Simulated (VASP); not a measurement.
Wanted: the native input for a VASP 6.6.1 run.

```yaml
Task: single point
Functional: PBE
Potentials_or_basis: VASP PAW PBE potentials, release 64 (Te)
Cutoff: 520 eV
k_mesh: 17 × 17 × 9
Occupations: fermi-dirac, width 0.08 eV
Spin: no spin polarisation
Dipole_correction: no
Further_INCAR_settings: ALGO = Normal; EDIFF = 1e-06; NBANDS = 13
```

The structure of Te lies in POSCAR:

```
Te
1.0
    2.5911348898      0.0000000000      0.0000000000
   -1.2955674449      2.2439886392      0.0000000000
    0.0000000000      0.0000000000      4.1479348977
Te
2
Direct
    0.3333333333      0.6666666667      0.2500000000
    0.6666666667      0.3333333333      0.7500000000
```

This isn't the form of Te at room conditions, which is trigonal, of chains.

The input as run:

INCAR

```
SYSTEM = Te
PREC = Accurate
ENCUT = 520
EDIFF = 1E-6
ISMEAR = -1
SIGMA = 0.08
LREAL = .FALSE.
LASPH = .TRUE.
NELM = 100
ALGO = Normal
ISIF = 2
LWAVE = .FALSE.
LCHARG = .FALSE.
GGA = PE
NBANDS = 13
```

KPOINTS

```
regular mesh
0
G
  17 17 9
  0 0 0
```

Potentials or basis: VASP PAW PBE potentials, release 64 (Te).

The run is started by

```sh
$ cat potpaw_PBE.64/Te/POTCAR > POTCAR
$ mpirun -np 1 vasp_std > vasp.out
```

It gave:

* Pressure: 346.5 GPa
* Band gap on the k mesh: zero (bands 6 and 7 overlap by 10.90 eV)

Caveat: the cell stands under pressure; spin-orbit coupling is left out, which moves the levels of the heavy elements.

Run time: 22 s on 1 thread of AMD EPYC 9R45 (Zen 5), on a shared host, peak memory 0.13 GiB.
